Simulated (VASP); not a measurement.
A run of VASP 6.6.1:

INCAR

```
SYSTEM = Ge2N
PREC = Accurate
ENCUT = 520
EDIFF = 1E-6
ISMEAR = 0
SIGMA = 0.1
LREAL = .FALSE.
LASPH = .TRUE.
NELM = 100
ALGO = Normal
ISIF = 2
LWAVE = .FALSE.
LCHARG = .FALSE.
GGA = PE
NBANDS = 24
```

KPOINTS

```
regular mesh
0
G
  6 6 6
  0 0 0
```

File POSCAR:

```
Ge2N
1.0
    4.2418570713      0.0000000000      0.0000000000
   -2.1209285357      3.6735559830      0.0000000000
    0.0000000000      0.0000000000      2.9373281299
Ge N
2 1
Direct
    0.3333333333      0.6666666667      0.5000000000
    0.6666666667      0.3333333333      0.5000000000
    0.0000000000      0.0000000000      0.0000000000
```

Potentials or basis: VASP PAW PBE potentials, release 64 (Ge_d, N).

Command:

```console
$ cat potpaw_PBE.64/Ge_d/POTCAR potpaw_PBE.64/N/POTCAR > POTCAR
$ mpirun -np 1 vasp_std > vasp.out
```

Hardware: 1 thread of AMD EPYC 7R13 Processor (Zen 3), on a shared host.

**Question.** Estimate the wall time of this run.

**Answer.** Wall time 18 s on 1 thread of AMD EPYC 7R13 Processor (Zen 3), with other jobs on the host, peak memory 0.14 GiB. Counts: scf iterations 13, k points 28.
